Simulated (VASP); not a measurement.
Set up this calculation in VASP 6.6.1, as the native input.

| Item | Value |
| --- | --- |
| Task | single point |
| Functional | PBEsol |
| Potentials or basis | VASP PAW PBE potentials, release 64 (Os_sv_GW) |
| Cutoff | 560 eV |
| k mesh | 11 × 11 × 6 |
| Occupations | fermi-dirac, width 0.05 eV |
| Spin | no spin polarisation |
| Dipole correction | no |
| Further INCAR settings | ALGO = Normal; EDIFF = 1e-06; NBANDS = 23 |

The structure of Os lies in POSCAR:

```
Os
1.0
    2.6971481730      0.0000000000      0.0000000000
   -1.3485740865      2.3357988356      0.0000000000
    0.0000000000      0.0000000000      4.2613185190
Os
2
Direct
    0.6666666667      0.3333333333      0.7500000000
    0.3333333333      0.6666666667      0.2500000000
```

These files were run (other wordings do the same):

INCAR

```
SYSTEM = Os
PREC = Accurate ; ENCUT = 560
EDIFF = 1E-6 ; ISMEAR = -1
SIGMA = 0.05 ; LREAL = .FALSE.
LASPH = .TRUE. ; NELM = 120
ALGO = Normal ; ISIF = 2
LWAVE = .FALSE. ; LCHARG = .FALSE.
GGA = PS ; NBANDS = 23
GGA_COMPAT = .FALSE.
```

KPOINTS

```
Automatic mesh
0
G
  11 11 6
  0 0 0
```

Potentials or basis: VASP PAW PBE potentials, release 64 (Os_sv_GW).

Command:

```console
$ cat potpaw_PBE.64/Os_sv_GW/POTCAR > POTCAR
$ mpirun -np 1 vasp_std > vasp.out
```

It gave:

The pressure is 14.8 GPa and the band gap on the k mesh is zero (bands 16 and 17 overlap by 4.17 eV).

Caveat: the cell stands under pressure; the PAW data sets were made with another functional, which shifts forces and pressure a little; spin-orbit coupling is left out, which moves the levels of the heavy elements.

Run time: 25 s on 1 thread of AMD EPYC 9R45 96-Core Processor (Zen 5), on a shared host, peak memory 0.15 GiB.
